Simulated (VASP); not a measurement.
The system is CsSnI3.

```
CELL_PARAMETERS angstrom
6.20570 0.00000 0.00000
0.00000 6.20570 0.00000
0.00000 0.00000 6.20570
ATOMIC_POSITIONS crystal
Cs 0.00000 0.00000 0.00000
I 0.50000 0.50000 0.00000
I 0.50000 0.00000 0.50000
I 0.00000 0.50000 0.50000
Sn 0.50000 0.50000 0.50000
```

* Program: VASP 6.6.1
* Task: relaxation of cell and atoms
* Functional: LDA
* Potentials or basis: VASP PAW LDA potentials, release 64 (Cs_sv, I, Sn_d)
* Cutoff: 600 eV
* k mesh: 5 × 5 × 5
* Occupations: fermi-dirac, width 0.05 eV
* Spin: no spin polarisation

At the start: pressure -1.6 GPa; volume 47.80 Å³/atom.

Problem. Where does the relaxation end?

Solution. Over 3 steps the energy falls by 21.6 meV/atom and the volume is 43.74 Å³/atom (-8.5 %); space group Pm-3m (No. 221, to 0.1 Å) before and after.

The path:
| step | energy change (eV) | largest force (eV/Å) | pressure (GPa) | volume (Å³) |
| --- | --- | --- | --- | --- |
| 1 | 0.0000 | 0.0000 | -1.56 | 238.99 |
| 2 | -0.1013 | 0.0000 | -0.44 | 223.27 |
| 3 | -0.1082 | 0.0000 | -0.02 | 218.70 |

Final structure:
```
Cs I Sn
1.0
     6.02489    0.00000    0.00000
     0.00000    6.02489    0.00000
     0.00000    0.00000    6.02489
Cs I Sn
1 3 1
Direct
  0.00000 0.00000 0.00000
  0.50000 0.50000 0.00000
  0.50000 0.00000 0.50000
  0.00000 0.50000 0.50000
  0.50000 0.50000 0.50000
```
